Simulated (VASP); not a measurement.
Crystal: MgO.

```
CELL_PARAMETERS angstrom
3.28883 0.00000 0.00000
-1.64441 2.84821 0.00000
0.00000 0.00000 5.03226
ATOMIC_POSITIONS crystal
Mg 0.33950 0.66835 0.01411
Mg 0.67283 0.33502 0.51411
O 0.32717 0.66498 0.39049
O 0.66050 0.33165 0.89049
```

* Program: VASP 6.6.1
* Task: relaxation of cell and atoms
* Functional: r2SCAN
* Potentials or basis: VASP PAW PBE potentials, release 64 (Mg, O)
* Cutoff: 600 eV
* k mesh: 6 × 6 × 4
* Occupations: gaussian, width 0.05 eV
* Spin: no spin polarisation

At the start: pressure 0.6 GPa; volume 11.78 Å³/atom.

Question: How do energy, volume and symmetry change on relaxing?

Answer: Over 14 steps the energy falls by 22.2 meV/atom and the volume is 11.72 Å³/atom (-0.5 %); space group P6_3mc (No. 186, to 0.1 Å) before and after.

The path:
| step | energy change (eV) | largest force (eV/Å) | pressure (GPa) | volume (Å³) |
| --- | --- | --- | --- | --- |
| 1 | 0.0000 | 0.9521 | 0.61 | 47.14 |
| 2 | -0.0574 | 0.3499 | -0.76 | 47.42 |
| 3 | -0.0809 | 0.1706 | -0.77 | 47.32 |
| 4 | -0.0852 | 0.0214 | 0.11 | 46.97 |
| 5 | -0.0852 | 0.0243 | 0.19 | 46.94 |
| 6 | -0.0864 | 0.0507 | 0.05 | 46.97 |
| 7 | -0.0870 | 0.0874 | -0.13 | 47.02 |
| 8 | -0.0877 | 0.0562 | -0.14 | 47.00 |
| 9 | -0.0882 | 0.0118 | -0.16 | 46.97 |
| 10 | -0.0885 | 0.0066 | -0.01 | 46.91 |
| 11 | -0.0886 | 0.0181 | 0.20 | 46.82 |
| 12 | -0.0888 | 0.0139 | 0.06 | 46.86 |
| 13 | -0.0888 | 0.0134 | -0.02 | 46.88 |
| 14 | -0.0888 | 0.0043 | -0.02 | 46.88 |

Final structure:
```
Mg O
1.0
     3.28221    0.00003   -0.00101
    -1.64108    2.84239    0.00027
    -0.00139   -0.00038    5.02497
Mg O
2 2
Direct
  0.33344 0.66669 0.00492
  0.66677 0.33336 0.50492
  0.33323 0.66664 0.39968
  0.66656 0.33330 0.89968
```

Caveat: the PAW data sets were made with another functional, which shifts forces and pressure a little.
